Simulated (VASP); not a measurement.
# AlSi8NO16 in VASP: notebook

AlSi8NO16 is run at these levels: PBE; tasks: single point.

Program: VASP 6.6.1. These are calculated values, not measurements. Logs are shortened: lines on timing, memory, paths and dates and some standing lists are left out, and cuts for length are marked.

## (1) The cell of the first run

The cell holds an amorphous packing of atoms, 26 atoms: a = 7.638 Å, b = 7.315 Å, c = 6.863 Å, α = 90.60°, β = 91.32°, γ = 92.31°.

## (2) Single point, PBE

INCAR reads:

```
SYSTEM = AlSi8NO16
  PREC = Accurate
  ENCUT = 520
  EDIFF = 1E-7
  ISMEAR = -1
  SIGMA = 0.2482
  LREAL = Auto
  LASPH = .TRUE.
  NELM = 100
  ALGO = Normal
  ISIF = 2
  LWAVE = .FALSE.
  LCHARG = .TRUE.
  GGA = PE
  LELF = .TRUE.
  LVHAR = .TRUE.
  ISYM = 0
  NBANDS = 87
```

KPOINTS reads:

```
Automatic mesh
0
Gamma
  1 1 1
  0.25 0.25 0.25
```

POSCAR reads:

```
AlSi8NO16
1.0
    7.6361610000     -0.1511100000     -0.0835260000
   -0.1511100000      7.3133010000     -0.0381800000
   -0.0835260000     -0.0381800000      6.8622450000
Al N Si O
1 1 8 16
Direct
    0.4488307073      0.6771225989      0.7219374380
    0.4986471085      0.4189967521      0.7586380688
    0.6597484729      0.6402892463      0.3485435735
    0.7253936286      0.4074149001      0.5893023827
   -0.0362044245      0.7225071614      0.7257516035
    0.2578279996      0.5101850230      0.2687074282
    0.3308280543      0.9594542952      0.1149719529
    0.0278196573      0.0464373332     -0.0609123338
    0.9053079795      0.0820638884      0.5085340080
    0.7132744195      1.0037403875      0.1349052340
    0.5085121636      0.4797842067      0.2705093082
    0.2460137671      0.8215591501      0.2449767786
    1.2490181403      0.5788084235      0.5581480106
    0.5423522800      1.0322468914      0.2419426446
    0.0688328113      0.1421306929      0.7115037250
    0.4412992445      0.8598896169      0.9330766457
    0.8236448069      0.5124197858      0.4033306802
    0.7424780725      0.7873901553      0.2067927886
    0.8237293362      0.5792066000      0.7708608370
    0.4512628418      0.2518380091      0.7956740623
    0.8083268585      0.0999428630     -0.0279473951
    0.0391140690      0.8201380319      0.9366097992
    0.2081853043      0.1273562700      0.0276284726
    0.6020365927      0.7320153266      0.5237472655
    0.7348551504      0.1993496732      0.6041174108
    0.9624936855      0.8485613951      0.5289805773
```

Potentials or basis: VASP PAW PBE potentials, release 64 (Al, N, Si, O).

Command:

```bash
> cat potpaw_PBE.64/Al/POTCAR potpaw_PBE.64/N/POTCAR potpaw_PBE.64/Si/POTCAR potpaw_PBE.64/O/POTCAR > POTCAR
> mpirun -np 1 vasp_std > vasp.out
```

OUTCAR:

```text
SYSTEM = AlSi8NO16
   PREC = Accurate
   ENCUT = 520
   EDIFF = 1E-7
   ISMEAR = -1
   LREAL = Auto
   LASPH = .TRUE.
   NELM = 100
   ISIF = 2
   GGA = PE
   ISYM = 0

 ion  position               nearest neighbor table
   1  0.449  0.677  0.722-  24 1.85   2 1.96  16 1.96  13 1.98   3 3.07   4 3.09
   2  0.499  0.419  0.759-  20 1.29   1 1.96   4 2.11
   3  0.660  0.640  0.349-  24 1.46  18 1.58  17 1.63  11 1.69   4 2.44  10 3.07   1 3.07
   4  0.725  0.407  0.589-  25 1.53  17 1.67  19 1.88   2 2.11   3 2.44   9 2.85   5 3.01   1 3.09

   5  0.964  0.723  0.726-  19 1.51  26 1.64  22 1.69   8 2.79   4 3.01   9 3.08
   6  0.258  0.510  0.269-  11 1.94  13 2.05  12 2.29
   7  0.331  0.959  0.115-  12 1.49  23 1.68  16 1.70  14 1.87   8 2.69  10 2.93
   8  0.028  0.046  0.939-  23 1.58  22 1.66  15 1.75  21 1.76   7 2.69  10 2.79   5 2.79   9 3.10

   9  0.905  0.082  0.509-  25 1.73  26 1.79  15 1.89   4 2.85  10 2.96   5 3.08   8 3.10
  10  0.713  0.004  0.135-  21 1.51  14 1.53  18 1.68   8 2.79   7 2.93   9 2.96   3 3.07
  11  0.509  0.480  0.271-   3 1.69   6 1.94
  12  0.246  0.822  0.245-   7 1.49   6 2.29
  13  0.249  0.579  0.558-   1 1.98   6 2.05
  14  0.542  0.032  0.242-  10 1.53   7 1.87
  15  0.069  0.142  0.712-   8 1.75   9 1.89
  16  0.441  0.860  0.933-   7 1.70   1 1.96
  17  0.824  0.512  0.403-   3 1.63   4 1.67
  18  0.742  0.787  0.207-   3 1.58  10 1.68
  19  0.824  0.579  0.771-   5 1.51   4 1.88
  20  0.451  0.252  0.796-   2 1.29
  21  0.808  0.100  0.972-  10 1.51   8 1.76
  22  0.039  0.820  0.937-   8 1.66   5 1.69
  23  0.208  0.127  0.028-   8 1.58   7 1.68
  24  0.602  0.732  0.524-   3 1.46   1 1.85
  25  0.735  0.199  0.604-   4 1.53   9 1.73
  26  0.962  0.849  0.529-   5 1.64   9 1.79

IMPORTANT INFORMATION: All symmetrisations will be switched off!
NOSYMM: (Re-)initialisation of all symmetry stuff for point group C_1.

----------------------------------------------------------------------------------------

                                     Primitive cell

  volume of cell :     383.0060

  direct lattice vectors                    reciprocal lattice vectors
     7.636161000 -0.151110000 -0.083526000     0.131027207  0.002715735  0.001609949
    -0.151110000  7.313301000 -0.038180000     0.002715735  0.136797418  0.000794166
    -0.083526000 -0.038180000  6.862245000     0.001609949  0.000794166  0.145748919

  length of vectors
     7.638112702  7.314961617  6.862859517     0.131065236  0.136826677  0.145759974

  position of ions in fractional coordinates (direct lattice)
     0.448830707  0.677122599  0.721937438
     0.498647109  0.418996752  0.758638069
     0.659748473  0.640289246  0.348543574
     0.725393629  0.407414900  0.589302383
[... 107 lines left out ...]
   POTIM  = 0.5000    time-step for ionic-motion
   TEBEG  =    0.0;   TEEND  =   0.0 temperature during run
   PSTRESS=    0.0 pullay stress
   NELECT =     136.0000    total number of electrons
   NUPDOWN=      -1.0000    fix difference up-down
   EMIN   =  10.00;   EMAX   =-10.00  energy-range for DOS
   EFERMI =   0.00;   METHOD = LEGACY
   ISMEAR =    -1;   SIGMA  =   0.25  broadening in eV -4-tet -1-fermi 0-gaus
   EFERMI_NEDOS =   21; number of points for ismear=-14 and -15
   IALGO  =     38    algorithm
   IMIX   =      4    mixing-type and parameters
     AMIX     =   0.40;   BMIX     =  1.00
     AMIX_MAG =   1.60;   BMIX_MAG =  1.00
  volume/ion in A,a.u.               =      14.73        99.41
  Fermi-wavevector in a.u.,A,eV,Ry     =   1.159274  2.190709 18.285077  1.343915
  Thomas-Fermi vector in A             =   2.295868
   LORBIT       =      0    0 simple, 1 ext, 2 COOP (PROOUT), +10 PAW based schemes
   GGA     = PE    functional components
   LHFCALC =     F    Hartree Fock is set to
   AEXX    =    0.0000 exact exchange contribution
   IVDW    =     0    specifies the selected vdW correction
   LEPSILON=     F    determine dielectric tensor
   LRPA    =     F    only Hartree local field effects (RPA)
 non-spin polarized calculation
  energy-cutoff  :      520.00
  volume of cell :      383.01
 maximum number of plane-waves:     10316
 NGX is ok and might be reduce to    56
   NGX = 29   NGY = 27   NGZ = 25

 number of electron     136.0000032 magnetization

 Free energy of the ion-electron system (eV)
  ---------------------------------------------------
  ext. energy  EPLUGINS =         0.00000000
  ---------------------------------------------------
  free energy    TOTEN  =      -178.83952823 eV

  energy without entropy =     -178.25238257  energy(sigma->0) =     -178.54595540

 E-fermi :   2.2760     XC(G=0):  -8.6531

 val. band max:        1.7031538697   @ k =   0.2500   0.2500   0.2500
 cond. band min:       2.6542873683   @ k =   0.2500   0.2500   0.2500
 fundamental gap:      0.9511334986
 Fermi energy:         2.2759951935

 k-point     1 :       0.2500    0.2500    0.2500
  band No.  band energies     occupation
      1     -20.5252      2.00000
      2     -19.6568      2.00000
      3     -19.1397      2.00000
      4     -18.8384      2.00000
      5     -18.4743      2.00000
      6     -18.2979      2.00000
[... 72 lines left out ...]
     79       7.5688      0.00000
     80       7.8330      0.00000
 [bands above 80 left out]

------------------------ aborting loop because EDIFF is reached ----------------------------------------

  FORCE on cell =-STRESS in cart. coord.  units (eV):
  Direction    XX          YY          ZZ          XY          YZ          ZX
  --------------------------------------------------------------------------------------
  -------------------------------------------------------------------------------------
  Total       -1.9193420     -0.9535367     -0.7756445     -0.3817840     -7.6338109     -8.3541972
  in kB       -8.0289245     -3.9888016     -3.2446492     -1.5970655    -31.9334918    -34.9469867
  external PRESSURE =      -5.0874584 kB  Pullay stress =       0.0000000 kB

 VOLUME and BASIS-vectors are now :
 -----------------------------------------------------------------------------
  energy-cutoff  :      520.00
  volume of cell :      383.01
      direct lattice vectors                 reciprocal lattice vectors
     7.636161000 -0.151110000 -0.083526000     0.131027207  0.002715735  0.001609949
    -0.151110000  7.313301000 -0.038180000     0.002715735  0.136797418  0.000794166
    -0.083526000 -0.038180000  6.862245000     0.001609949  0.000794166  0.145748919

 POSITION                                       TOTAL-FORCE (eV/Angst)
 -----------------------------------------------------------------------------------
      3.26472      4.85662      4.89077        -1.776145      1.186966     -0.835510
      3.68107      2.95993      5.14831         0.818347     -3.370289     -0.748226
      4.91208      4.56963      2.31224         0.461032     -3.255227     -7.252429
      5.42844      2.84743      3.96779        -0.497825      4.101209      1.975713
      7.18990      5.11056      4.87220         4.038519      3.082299     -1.707191
      1.86928      3.68192      1.80292         2.078894      2.369877      2.684792
[... 18 lines left out ...]
      5.53089      1.32379      4.07661         1.145219     -3.194339     -0.065363
      7.17735      6.04015      3.51720        -1.049029      0.320278      1.620680
 -----------------------------------------------------------------------------------
    total drift:                               -0.009345     -0.009313      0.001084

  FREE ENERGIE OF THE ION-ELECTRON SYSTEM (eV)
  ---------------------------------------------------
  free  energy   TOTEN  =      -178.8395282346 eV

  energy  without entropy=     -178.2523825682  energy(sigma->0) =     -178.54595540
```

OSZICAR:

```text
N       E                     dE             d eps       ncg     rms          rms(c)
DAV:   1     0.896997601468E+03    0.89700E+03   -0.68482E+04   174   0.141E+03
DAV:   2    -0.116138748003E+03   -0.10131E+04   -0.98224E+03   212   0.323E+02
DAV:   3    -0.204203126596E+03   -0.88064E+02   -0.87265E+02   212   0.101E+02
[... 12 lines left out ...]
DAV:  16    -0.178839523422E+03   -0.16778E-04   -0.31382E-05   196   0.250E-02    0.835E-03
DAV:  17    -0.178839527164E+03   -0.37425E-05   -0.57421E-06   212   0.101E-02    0.536E-03
DAV:  18    -0.178839527947E+03   -0.78263E-06   -0.16949E-06   188   0.577E-03    0.310E-03
DAV:  19    -0.178839528227E+03   -0.28019E-06   -0.45662E-07   180   0.288E-03    0.121E-03
DAV:  20    -0.178839528235E+03   -0.74979E-08   -0.13094E-07   148   0.173E-03
   1 F= -.17883953E+03 E0= -.17854596E+03  d E =-.587146E+00
```

It took 93 s on 1 thread of Intel Xeon 6975P-C, shared host; peak memory 0.42 GiB.

Results:

| Item | Value |
| --- | --- |
| Free energy | -178.8395 eV |
| Pressure | -0.5 GPa |
| Largest force | 10.430 eV/Å |
| Band gap on the k mesh | 0.95 eV |

Forces on the atoms (eV/Å):
```
Al  -1.776  1.187 -0.836
N    0.818 -3.370 -0.748
Si   0.461 -3.255 -7.252
Si  -0.498  4.101  1.976
Si   4.039  3.082 -1.707
Si   2.079  2.370  2.685
Si   5.233  1.295 -2.324
Si  -0.683  1.887 -4.753
Si   2.385 -0.683  0.816
Si  -0.736 -4.799  5.159
O   -1.868  1.138 -0.115
O   -1.861 -3.872  2.983
O    0.559  0.613  0.477
O   -4.946  2.302 -0.213
O   -2.935 -1.092 -0.293
O    0.098 -1.326 -2.117
O    0.306 -2.186  0.918
O    1.258  1.851 -3.264
O   -2.670 -4.778  0.228
O    0.627  4.156 -0.344
O    4.029  1.136 -2.670
O   -1.115 -0.256 -1.939
O    1.196 -0.201  2.878
O   -4.096  3.575  8.901
O    1.145 -3.194 -0.065
O   -1.049  0.320  1.621
```

Levels at points of the mesh, in eV from the valence-band top:
| k point | band 66 | band 67 | band 68 | band 69 | band 70 | band 71 |
| --- | --- | --- | --- | --- | --- | --- |
| (0.25, 0.25, 0.25) | -0.38 | -0.15 | 0.00 | 0.95 | 2.59 | 3.29 |

Caveat: the k points lie up to 0.92 Å⁻¹ apart.

## (3) Single point, PBE

INCAR reads:

```
PREC = Accurate
ENCUT = 520
EDIFF = 1E-7
ISMEAR = -1
SIGMA = 0.1379
LREAL = Auto
LASPH = T
NELM = 80
ALGO = Normal
ISIF = 2
LWAVE = F
LCHARG = F
GGA = PE
ISYM = 0
NBANDS = 87
```

KPOINTS is that of step 2.

POSCAR reads:

```
AlSi8NO16
1.0
    7.6361610000     -0.1511100000     -0.0835260000
   -0.1511100000      7.3133010000     -0.0381800000
   -0.0835260000     -0.0381800000      6.8622450000
Al N Si O
1 1 8 16
Direct
    0.4212605091      0.6924255233      0.6941748672
    0.5177137259      0.4447033583      0.6985278624
    0.6174093435      0.6054491303      0.3065480438
    0.7394588034      0.3919385353      0.5958580974
    1.0096765555      0.6875555044      0.6801501714
    0.2506166566      0.5779803431      0.2813917743
    0.3898559564      0.9644343298      0.0977321870
    0.0908683339      0.0400686706      0.8749904281
    0.9016922574      0.0682905429      0.4966102318
    0.7873703521     -0.0042893028      0.1748429458
    0.4445534911      0.4612278787      0.2688011657
    0.2945099857      0.7994061339      0.2144650282
    0.1842822164      0.6528697755      0.5772995462
    0.5904680651      0.0803853631      0.1587670724
    0.0423797114      0.1489909789      0.6694834246
    0.4092822746      0.8613298571      0.8921388387
    0.7704165242      0.4806404422      0.3890410008
    0.6992499319      0.7732804837      0.1433283712
    0.9067672402      0.4967708225      0.7423508415
    0.3918019668      0.3220623810      0.6723661124
    0.9166563469      0.1144741655      1.0343396748
    0.0572185730      0.8088502987      0.8868360344
    0.2293393351      0.1032043154      0.0574058691
    0.5770675391      0.7385735295      0.4972199157
    0.7284519193      0.1807513511      0.5814213514
    0.8884667090      0.8183345809      0.5521190346
```

Potentials or basis: VASP PAW PBE potentials, release 64 (Al, N, Si, O).

Command:

```bash
> cat potpaw_PBE.64/Al/POTCAR potpaw_PBE.64/N/POTCAR potpaw_PBE.64/Si/POTCAR potpaw_PBE.64/O/POTCAR > POTCAR
> mpirun -np 1 vasp_std > vasp.out
```

OUTCAR:

```text
PREC = Accurate
   ENCUT = 520
   EDIFF = 1E-7
   ISMEAR = -1
   LREAL = Auto
   LASPH = T
   NELM = 80
   ISIF = 2
   GGA = PE
   ISYM = 0

 ion  position               nearest neighbor table
   1  0.421  0.692  0.694-  16 1.83  24 1.85  13 1.97   2 1.98   5 3.14   3 3.15   6 3.18
   2  0.518  0.445  0.699-  20 1.30   4 1.90   1 1.98
   3  0.617  0.605  0.307-  17 1.61  24 1.66  11 1.67  18 1.78   4 2.71   6 2.80   1 3.15
   4  0.739  0.392  0.596-  25 1.55  17 1.59  19 1.75   2 1.90   3 2.71   9 2.80   5 2.97
[... 290 lines left out ...]
  Total       -3.8914456    -13.1354977     -2.6733585    -13.4788882     -3.4709168      0.9502482
  in kB      -16.2785595    -54.9479565    -11.1831001    -56.3844155    -14.5194183      3.9750453
  external PRESSURE =     -27.4698720 kB  Pullay stress =       0.0000000 kB

 VOLUME and BASIS-vectors are now :
 -----------------------------------------------------------------------------
  energy-cutoff  :      520.00
  volume of cell :      383.01
      direct lattice vectors                 reciprocal lattice vectors
     7.636161000 -0.151110000 -0.083526000     0.131027207  0.002715735  0.001609949
    -0.151110000  7.313301000 -0.038180000     0.002715735  0.136797418  0.000794166
    -0.083526000 -0.038180000  6.862245000     0.001609949  0.000794166  0.145748919

 POSITION                                       TOTAL-FORCE (eV/Angst)
 -----------------------------------------------------------------------------------
      3.05420      4.97376      4.70197         0.308730      1.700934      0.115582
      3.82780      3.14735      4.73325        -1.194109     -0.333932     -0.143248
      4.59754      4.32283      2.02892         0.595483      3.868138     -0.401086
      5.53763      2.73188      4.01220         0.770218      2.919499      3.635464
     -0.08681      5.00087      4.64030        -3.007982      1.195625      2.500732
      1.80291      4.17833      1.88798        -0.526579      0.558188     -0.754269
[... 18 lines left out ...]
      5.48670      1.18961      3.92211         0.634058     -2.886677     -0.144595
      6.61470      5.82939      3.68332         0.460147      3.140590     -0.754745
 -----------------------------------------------------------------------------------
    total drift:                                0.007885     -0.005679     -0.009253

  FREE ENERGIE OF THE ION-ELECTRON SYSTEM (eV)
  ---------------------------------------------------
  free  energy   TOTEN  =      -186.7040164893 eV

  energy  without entropy=     -186.4198888524  energy(sigma->0) =     -186.56195267
```

Wall time 1.7 min (1 thread of Intel Xeon 6975P-C, shared host); peak memory 0.42 GiB.

What came out:

- Free energy: -186.7040 eV
- Pressure: -2.7 GPa
- Largest force: 5.882 eV/Å
- Band gap on the k mesh: 0.39 eV

Forces on the atoms (eV/Å):
```
Al   0.309  1.701  0.116
N   -1.194 -0.334 -0.143
Si   0.595  3.868 -0.401
Si   0.770  2.919  3.635
Si  -3.008  1.196  2.501
Si  -0.527  0.558 -0.754
Si   2.529  0.606 -0.940
Si  -3.027 -0.010  3.665
Si  -1.499 -3.744  1.209
Si  -1.158 -0.431 -0.517
O   -0.308  1.833 -0.568
O   -0.048 -1.667  2.472
O    5.706 -0.735 -1.226
O   -2.765 -0.119  0.019
O    1.708 -1.164  0.291
O    0.989 -1.722 -3.558
O    0.953 -0.422 -1.753
O    0.612 -1.859  1.294
O   -2.101 -0.950 -1.233
O    1.572  0.735  0.369
O    0.332 -1.649 -1.866
O    0.085  1.177 -1.306
O    0.866  0.692 -1.299
O   -2.487 -0.732  0.892
O    0.634 -2.887 -0.145
O    0.460  3.141 -0.755
```

Caveat: the k points lie up to 0.92 Å⁻¹ apart.

## (4) Single point, PBE

INCAR reads:

```
SYSTEM = AlSi8NO16
PREC = Accurate
ENCUT = 520
EDIFF = 1E-7
ISMEAR = -1
SIGMA = 0.1379
LREAL = Auto
LASPH = .TRUE.
NELM = 60
ALGO = Normal
ISIF = 2
LWAVE = .FALSE.
LCHARG = .TRUE.
GGA = PE
LELF = .TRUE.
LVHAR = .TRUE.
NBANDS = 87
ISYM = 0
```

KPOINTS is that of step 3.

POSCAR reads:

```
AlSi8NO16
1.0
    7.6361610000     -0.1511100000     -0.0835260000
   -0.1511100000      7.3133010000     -0.0381800000
   -0.0835260000     -0.0381800000      6.8622450000
Al N Si O
1 1 8 16
Direct
    0.4253246581      0.6949420594      0.6743753036
    0.5450909614      0.4184802850      0.6798216684
    0.5920682946      0.6050583472      0.2939857472
    0.7693699811      0.3773031945      0.5820673603
    1.0281616941      0.6841969140      0.6603840102
    0.2315974249      0.6684084991      0.2605777327
    0.3877503388      0.9968254530      0.0303464873
    0.0704857460      0.0172930197      0.8552110337
    0.9173715207      0.0392488503      0.4669891405
    0.7840063642      0.0038533914      0.1400945373
    0.3997555218      0.5335871818      0.2429443044
    0.3016306892      0.8633195631      0.2000369479
    0.2235037046      0.6286939259      0.5758845545
    0.5799405697      0.1045964274      0.1301031379
    0.0908043613      0.0857521357      0.6363733066
    0.4683306436      0.8538077075      0.8612445582
    0.7501116009      0.4615572776      0.3600559406
    0.7020828119      0.7501437213      0.1502905618
    0.9061464120      0.5052426249      0.7371558358
    0.4480395191      0.2967807668      0.7571458085
    0.8717335493      0.0518715652      0.9462732492
    0.1136655163      0.7838768010      0.8626243222
    0.1996242651      0.1081274412     -0.0111236014
    0.5930202345      0.7381618952      0.5010696396
    0.7739727980      0.1588731448      0.6269014919
    0.9580081583      0.8166185093      0.4813867887
```

Command:

```bash
> cat potpaw_PBE.64/Al/POTCAR potpaw_PBE.64/N/POTCAR potpaw_PBE.64/Si/POTCAR potpaw_PBE.64/O/POTCAR > POTCAR
> mpirun -np 1 vasp_std > vasp.out
```

Run time: 1.9 min. Hardware: 1 thread of Intel Xeon 6975P-C, shared host; peak memory 0.42 GiB.

Results (log left out):

| Quantity | Value |
| --- | --- |
| Free energy | -186.1471 eV |
| Pressure | -0.7 GPa |
| Largest force | 8.931 eV/Å |
| Band gap on the k mesh | 0.41 eV |

Forces in eV/Å, atoms in the order of the input:
```
Al   3.299 -0.071  0.110
N   -1.099  0.979  1.179
Si   4.830  4.291  2.272
Si  -1.959  1.242  1.365
Si   1.141 -0.797  0.282
Si  -2.559 -2.632  0.202
Si   3.275 -1.433  0.197
Si  -4.935 -3.881 -3.177
Si  -0.133 -0.403  2.807
Si  -5.942 -3.141  2.555
O   -0.467 -1.583 -0.980
O    1.177  2.491  0.242
O   -0.925 -0.321 -1.127
O   -0.446 -1.008 -0.462
O   -0.630  0.960 -2.208
O   -1.617  1.505  0.798
O    0.015 -1.527  0.470
O    0.798  2.045 -0.574
O   -0.269  0.058 -2.393
O    0.811  0.098 -0.476
O    2.566 -0.197 -1.905
O   -2.530  2.113 -0.704
O    6.966  3.239  4.555
O   -1.660 -0.789 -0.532
O    1.350 -0.640 -3.354
O   -1.059 -0.596  0.859
```

Stress tensor (GPa, compression positive):
```
-0.53  1.03  2.13
 1.03 -3.37  0.53
 2.13  0.53  1.73
```

Levels at points of the mesh, in eV from the valence-band top:
```tsv
k point	band 64	band 65	band 66	band 67	band 68	band 69	band 70	band 71	band 72	band 73
(0.25, 0.25, 0.25)	-2.16	-1.80	-1.65	-0.24	0.00	0.41	1.50	2.81	3.20	3.76
```

Caveat: the k points lie up to 0.92 Å⁻¹ apart.

[end of part 1 of 2]
